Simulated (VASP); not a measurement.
# InCu3O3 (R-3c) in VASP: relaxation of shape and atoms at fixed volume with PBE

Aim: the relaxation of shape and atoms at fixed volume of InCu3O3 with PBE.

All numbers are computed with VASP 6.6.1; they aren't measurements. Logs are shortened: lines on timing, memory, paths and dates and some standing lists are left out, and cuts for length are marked.

## (1) The cell of the first run

It takes space group R-3c (No. 167, trigonal). The conventional cell has a = 6.458 Å, b = 6.458 Å, c = 15.328 Å, α = 90.00°, β = 90.00°, γ = 120.00°. Within 3.3 Å of In (site symmetry -3) lie 6 O at 2.33 Å and 12 Cu at 3.16 to 3.23 Å. Within 2.5 Å of Cu (site symmetry -1) lie 2 O at 1.90 Å. O (site symmetry 2) has 2 Cu at 1.90 Å and 2 In at 2.33 Å within 2.5 Å.

## (2) Relaxation of shape and atoms at fixed volume, PBE (13.18 Å³/atom)

File INCAR:

```
ALGO     = Fast           # electronic algorithm
EDIFF    = 1E-6           # SCF threshold, eV
EDIFFG   = -0.01          # ionic threshold
ENCUT    = 600            # plane-wave cutoff, eV
GGA      = PE             # functional
IBRION   = 2              # ionic algorithm
ISIF     = 4              # what is computed and relaxed
ISMEAR   = 0              # smearing method
LASPH    = T              # aspherical terms in the spheres
LCHARG   = F              # write CHGCAR
LREAL    = F              # projectors in reciprocal space
LWAVE    = F              # write WAVECAR
NELM     = 60             # most SCF steps
NSW      = 50             # ionic steps
PREC     = Accurate       # precision mode
SIGMA    = 0.1            # smearing width, eV
```

File KPOINTS:

```
k-points
0
Gamma
  6 6 6
```

File POSCAR:

```
InCu3O3
1.0
    3.2291875996      1.8643723299      5.1093429408
   -3.2291875996      1.8643723299      5.1093429408
    0.0000000000     -3.7287446598      5.1093429408
In Cu O
2 6 6
Direct
    0.5000000000      0.5000000000      0.5000000000
    0.0000000000      0.0000000000      0.0000000000
    0.5000000000      0.0000000000      0.0000000000
    0.5000000000      0.5000000000      0.0000000000
    0.0000000000      0.0000000000      0.5000000000
    0.5000000000      0.0000000000      0.5000000000
    0.0000000000      0.5000000000      0.5000000000
    0.0000000000      0.5000000000      0.0000000000
    0.3369582601      0.7500000000      0.1630417399
    0.6630417399      0.2500000000      0.8369582601
    0.7500000000      0.1630417399      0.3369582601
    0.2500000000      0.8369582601      0.6630417399
    0.8369582601      0.6630417399      0.2500000000
    0.1630417399      0.3369582601      0.7500000000
```

Potentials or basis: VASP PAW PBE potentials, release 64 (In_d, Cu, O).

Started as:

```console
$ cat potpaw_PBE.64/In_d/POTCAR potpaw_PBE.64/Cu/POTCAR potpaw_PBE.64/O/POTCAR > POTCAR
$ mpirun -np 1 vasp_std > vasp.out
```

OUTCAR:

```text
EDIFF = 1E-6
   EDIFFG = -0.01
   ENCUT = 600
   GGA = PE
   IBRION = 2
   ISIF = 4
   ISMEAR = 0
   LASPH = T
   LREAL = F
   NELM = 60
   NSW = 50
   PREC = Accurate

 ion  position               nearest neighbor table
   1  0.500  0.500  0.500-  11 2.33  12 2.33   9 2.33  10 2.33  13 2.33  14 2.33   6 3.16   7 3.16
                             6 3.16   7 3.16   4 3.16   4 3.16   5 3.23   5 3.23   8 3.23   3 3.23
   2  0.000  0.000  0.000-   9 2.33  10 2.33  11 2.33  12 2.33  13 2.33  14 2.33   3 3.16   8 3.16
                             8 3.16   3 3.16   5 3.16   5 3.16   4 3.23   4 3.23   7 3.23   6 3.23
   3  0.500  0.000  0.000-   9 1.90  10 1.90   2 3.16   2 3.16   1 3.23   1 3.23
   4  0.500  0.500  0.000-   9 1.90  10 1.90   1 3.16   1 3.16   2 3.23   2 3.23
   5  0.000  0.000  0.500-  11 1.90  12 1.90   2 3.16   2 3.16   1 3.23   1 3.23
   6  0.500  0.000  0.500-  11 1.90  12 1.90   1 3.16   1 3.16   2 3.23   2 3.23
   7  0.000  0.500  0.500-  13 1.90  14 1.90   1 3.16   1 3.16   2 3.23   2 3.23
   8  0.000  0.500  0.000-  13 1.90  14 1.90   2 3.16   2 3.16   1 3.23   1 3.23
   9  0.337  0.750  0.163-   4 1.90   3 1.90   2 2.33   1 2.33
  10  0.663  0.250  0.837-   4 1.90   3 1.90   2 2.33   1 2.33
  11  0.750  0.163  0.337-   5 1.90   6 1.90   1 2.33   2 2.33
  12  0.250  0.837  0.663-   5 1.90   6 1.90   1 2.33   2 2.33
  13  0.837  0.663  0.250-   7 1.90   8 1.90   1 2.33   2 2.33
  14  0.163  0.337  0.750-   7 1.90   8 1.90   1 2.33   2 2.33

  LATTYP: Found a trigonal (rhomboedric) cell.
 ALAT       =     6.3252606290
 COS(alpha) =     0.4787336411

  Lattice vectors:

 A1 = (   3.2291875996,   1.8643723299,   5.1093429408)
 A2 = (  -3.2291875996,   1.8643723299,   5.1093429408)
 A3 = (   0.0000000000,  -3.7287446598,   5.1093429408)

Analysis of symmetry for initial positions (statically):
=====================================================================
 Subroutine PRICEL returns:
 Original cell was already a primitive cell.

 Routine SETGRP: Setting up the symmetry group for a
 trigonal (rhombohedral) supercell.

 Subroutine GETGRP returns: Found 12 space group operations
 (whereof  6 operations were pure point group operations)
 out of a pool of 12 trial point group operations.

The static configuration has the point symmetry S_6 .
 The point group associated with its full space group is D_3d.

Analysis of symmetry for dynamics (positions and initial velocities):
=====================================================================
 Subroutine PRICEL returns:
 Original cell was already a primitive cell.

 Routine SETGRP: Setting up the symmetry group for a
 trigonal (rhombohedral) supercell.

 Subroutine GETGRP returns: Found 12 space group operations
 (whereof  6 operations were pure point group operations)
 out of a pool of 12 trial point group operations.

The dynamic configuration has the point symmetry S_6 .
 The point group associated with its full space group is D_3d.

 Subroutine INISYM returns: Found 12 space group operations
 (whereof  6 operations are pure point group operations),
 and found     1 'primitive' translations

----------------------------------------------------------------------------------------

                                     Primitive cell

  volume of cell :     184.5620

  direct lattice vectors                    reciprocal lattice vectors
     3.229187600  1.864372330  5.109342941     0.154837706  0.089395591  0.065239961
    -3.229187600  1.864372330  5.109342941    -0.154837706  0.089395591  0.065239961
     0.000000000 -3.728744660  5.109342941     0.000000000 -0.178791182  0.065239961

  length of vectors
     6.325260629  6.325260629  6.325260629     0.190322199  0.190322199  0.190322199

  position of ions in fractional coordinates (direct lattice)
     0.500000000  0.500000000  0.500000000
     0.000000000  0.000000000  0.000000000
     0.500000000  0.000000000  1.000000000
     0.500000000  0.500000000  1.000000000
     1.000000000  1.000000000  0.500000000
     0.500000000  1.000000000  0.500000000
     1.000000000  0.500000000  0.500000000
     0.000000000  0.500000000  1.000000000
     0.336958260  0.750000000  0.163041740
     0.663041740  0.250000000  0.836958260
     0.750000000  0.163041740  0.336958260
     0.250000000  0.836958260  0.663041740
     0.836958260  0.663041740  0.250000000
     0.163041740  0.336958260  0.750000000

  ion indices of the primitive-cell ions
   primitive index   ion index
                 1           1
                 2           2
                 3           3
                 4           4
                 5           5
                 6           6
                 7           7
                 8           8
                 9           9
                10          10
                11          11
                12          12
                13          13
                14          14

----------------------------------------------------------------------------------------

 KPOINTS: k-points

Automatic generation of k-mesh.
 Grid dimensions read from file:
 generate k-points for:    6    6    6

 Generating k-lattice:

  Cartesian coordinates                     Fractional coordinates (reciprocal lattice)
     0.025806284  0.014899265  0.010873327     0.166666667 -0.000000000  0.000000000
    -0.025806284  0.014899265  0.010873327    -0.000000000  0.166666667  0.000000000
     0.000000000 -0.029798530  0.010873327     0.000000000  0.000000000  0.166666667

  Length of vectors
     0.031720366  0.031720366  0.031720366

  Shift w.r.t. Gamma in fractional coordinates (k-lattice)
     0.000000000  0.000000000  0.000000000

 Subroutine IBZKPT returns following result:
 ===========================================

 Found     32 irreducible k-points:

 Following reciprocal coordinates:
            Coordinates               Weight
  0.000000  0.000000  0.000000      1.000000
  0.166667  0.000000  0.000000      6.000000
  0.333333  0.000000  0.000000      6.000000
  0.500000 -0.000000  0.000000      3.000000
  0.166667  0.166667  0.000000      6.000000
  0.333333  0.166667  0.000000     12.000000
[... 16 lines left out ...]
  0.500000  0.500000  0.166667      6.000000
 -0.333333  0.500000  0.166667     12.000000
 [... further k-points ...]
   k-points           NKPTS =     32   k-points in BZ     NKDIM =     32   number of bands    NBANDS=     76
   number of dos      NEDOS =    301   number of ions     NIONS =     14
   total plane-waves  NPLWV = 157464
   dimension x,y,z NGX =    54 NGY =   54 NGZ =   54
   dimension x,y,z NGXF=   108 NGYF=  108 NGZF=  108
   ions per type =               2   6   6
   NGX,Y,Z   is equivalent  to a cutoff of  14.19, 14.19, 14.19 a.u.
   NGXF,Y,Z  is equivalent  to a cutoff of  28.39, 28.39, 28.39 a.u.
 SYSTEM =  unknown system
   PREC   = accura    normal or accurate (medium, high low for compatibility)
   ISTART =      0    job   : 0-new  1-cont  2-samecut
   ICHARG =      2    charge: 1-file 2-atom 10-const
   ISPIN  =      1    spin polarized calculation?
   LNONCOLLINEAR =      F non collinear calculations
   LSORBIT =      F    spin-orbit coupling
   LASPH  =      T    aspherical Exc in radial PAW
   ENCUT  =  600.0 eV  44.10 Ry    6.64 a.u.  12.63 12.63 12.63*2*pi/ulx,y,z
   NELM   =     60;   NELMIN=  2; NELMDL= -5     # of ELM steps
   EDIFF  = 0.1E-05   stopping-criterion for ELM
   LREAL  =      F    real-space projection
   EDIFFG = -.1E-01   stopping-criterion for IOM
   NSW    =     50    number of steps for IOM
   IBRION =      2    ionic relax: 0-MD 1-quasi-New 2-CG
   NFREE  =      1    steps in history (QN), initial steepest desc. (CG)
   ISIF   =      4    stress and relaxation
   ISYM   =      2    0-nonsym 1-usesym 2-fastsym
   POTIM  = 0.5000    time-step for ionic-motion
   TEBEG  =    0.0;   TEEND  =   0.0 temperature during run
   PSTRESS=    0.0 pullay stress
   NELECT =     128.0000    total number of electrons
   NUPDOWN=      -1.0000    fix difference up-down
   EMIN   =  10.00;   EMAX   =-10.00  energy-range for DOS
   EFERMI =   0.00;   METHOD = LEGACY
   ISMEAR =     0;   SIGMA  =   0.10  broadening in eV -4-tet -1-fermi 0-gaus
   EFERMI_NEDOS =   21; number of points for ismear=-14 and -15
   IALGO  =     68    algorithm
   IMIX   =      4    mixing-type and parameters
     AMIX     =   0.40;   BMIX     =  1.00
     AMIX_MAG =   1.60;   BMIX_MAG =  1.00
  volume/ion in A,a.u.               =      13.18        88.96
  Fermi-wavevector in a.u.,A,eV,Ry     =   1.449097  2.738396 28.570625  2.099882
  Thomas-Fermi vector in A             =   2.566862
   LORBIT       =      0    0 simple, 1 ext, 2 COOP (PROOUT), +10 PAW based schemes
   GGA     = PE    functional components
   LHFCALC =     F    Hartree Fock is set to
   AEXX    =    0.0000 exact exchange contribution
   IVDW    =     0    specifies the selected vdW correction
   LEPSILON=     F    determine dielectric tensor
   LRPA    =     F    only Hartree local field effects (RPA)
 conjugate gradient relaxation of ions
 non-spin polarized calculation
 RMM-DIIS sequential band-by-band and
 Gauss-broadening in eV      SIGMA  =   0.10
  energy-cutoff  :      600.00
  volume of cell :      184.56
 maximum number of plane-waves:      6179
 NGX is ok and might be reduce to    54
   NGX = 25   NGY = 25   NGZ = 25

--------------------------------------- Ionic step        1  -------------------------------------------

 number of electron     128.0000026 magnetization

 Free energy of the ion-electron system (eV)
  ---------------------------------------------------
  ext. energy  EPLUGINS =         0.00000000
  ---------------------------------------------------
  free energy    TOTEN  =       -66.41884766 eV

  energy without entropy =      -66.40878384  energy(sigma->0) =      -66.41381575

------------------------ aborting loop because EDIFF is reached ----------------------------------------

  FORCE on cell =-STRESS in cart. coord.  units (eV):
  Direction    XX          YY          ZZ          XY          YZ          ZX
  --------------------------------------------------------------------------------------
  -------------------------------------------------------------------------------------
  Total       -3.3690181     -3.3690181     -3.6372672      0.0000000      0.0000000      0.0000000
  in kB      -29.2463513    -29.2463513    -31.5750147      0.0000000      0.0000000      0.0000000
  external PRESSURE =     -30.0225725 kB  Pullay stress =       0.0000000 kB
[... 177 lines left out ...]
  energy  without entropy=      -66.4103379498  energy(sigma->0) =      -66.41541284

--------------------------------------- Ionic step        5  -------------------------------------------

 number of electron     128.0000032 magnetization

 Free energy of the ion-electron system (eV)
  ---------------------------------------------------
  ext. energy  EPLUGINS =         0.00000000
  ---------------------------------------------------
  free energy    TOTEN  =       -66.42146705 eV

  energy without entropy =      -66.41135140  energy(sigma->0) =      -66.41640922

 E-fermi :   5.5788     XC(G=0): -11.0291

 val. band max:        5.5363605000   @ k =   0.1667   0.1667   0.0000
 cond. band min:       5.5827397235   @ k =   0.1667   0.0000   0.0000
 fundamental gap:      0.0463792235
 Fermi energy:         5.5788467001

 k-point     1 :       0.0000    0.0000    0.0000
  band No.  band energies     occupation
      1     -13.8736      2.00000
      2     -13.4692      2.00000
      3     -13.4692      2.00000
      4     -13.1476      2.00000
      5     -13.1476      2.00000
      6     -13.0436      2.00000
[... 1885 lines left out ...]
     75      11.8309      0.00000
     76      11.9583      0.00000

 [... further k-points ...]
[... 5 lines left out ...]
  --------------------------------------------------------------------------------------
  -------------------------------------------------------------------------------------
  Total       -3.1222798     -3.1222798     -3.1049449      0.0000000      0.0000000      0.0000000
  in kB      -27.1044233    -27.1044233    -26.9539398      0.0000000      0.0000000      0.0000000
  external PRESSURE =     -27.0542621 kB  Pullay stress =       0.0000000 kB
[... 29 lines left out ...]
  FREE ENERGIE OF THE ION-ELECTRON SYSTEM (eV)
  ---------------------------------------------------
  free  energy   TOTEN  =       -66.4214670472 eV

  energy  without entropy=      -66.4113513954  energy(sigma->0) =      -66.41640922

 reached required accuracy - stopping structural energy minimisation
```

Run time: 1.7 h. Hardware: 1 thread of Oxide Virtual Turin-like, shared host; peak memory 0.67 GiB.

Results:

```yaml
Free_energy: -66.4215 eV
Energy_gained_by_relaxing: 0.2 meV/atom
Ionic_steps: 5
Pressure_after_relaxing: -2.7 GPa
Band_gap_on_the_k_mesh: zero (bands 64 and 65 overlap by 0.14 eV)
```

Forces on the atoms (eV/Å):
```
In   0.000  0.000  0.000
In   0.000  0.000  0.000
Cu   0.000  0.000  0.000
Cu   0.000  0.000  0.000
Cu   0.000  0.000  0.000
Cu   0.000  0.000  0.000
Cu   0.000  0.000  0.000
Cu   0.000  0.000  0.000
O    0.001  0.002  0.000
O   -0.001 -0.002  0.000
O    0.001 -0.002  0.000
O   -0.001  0.002  0.000
O    0.002  0.000  0.000
O   -0.002  0.000  0.000
```

Step by step:
| step | energy change (eV) | largest force (eV/Å) | pressure (GPa) | volume (Å³) |
| --- | --- | --- | --- | --- |
| 1 | 0.0000 | 0.0707 | -3.00 | 184.56 |
| 2 | -0.0014 | 0.0482 | -2.94 | 184.56 |
| 3 | -0.0024 | 0.0175 | -2.79 | 184.56 |
| 4 | -0.0016 | 0.0443 | -2.49 | 184.56 |
| 5 | -0.0026 | 0.0024 | -2.71 | 184.56 |

Final structure:
```
CELL_PARAMETERS angstrom
3.23232 1.86618 5.09944
-3.23232 1.86618 5.09944
0.00000 -3.73236 5.09944
ATOMIC_POSITIONS crystal
In 0.50000 0.50000 0.50000
In 0.00000 0.00000 0.00000
Cu 0.50000 0.00000 0.00000
Cu 0.50000 0.50000 0.00000
Cu 0.00000 0.00000 0.50000
Cu 0.50000 0.00000 0.50000
Cu 0.00000 0.50000 0.50000
Cu 0.00000 0.50000 0.00000
O 0.33862 0.75000 0.16138
O 0.66138 0.25000 0.83862
O 0.75000 0.16138 0.33862
O 0.25000 0.83862 0.66138
O 0.83862 0.66138 0.25000
O 0.16138 0.33862 0.75000
```

Caveat: semilocal functionals underestimate gaps, and a narrow one can read as zero; spin-orbit coupling is left out, which moves the levels of the heavy elements. With open d or f shells a metallic result of PBE can be an artefact of self-interaction; +U or a hybrid may open a gap.

The gap in the log of VASP goes by the Fermi energy; the results here count the filled bands.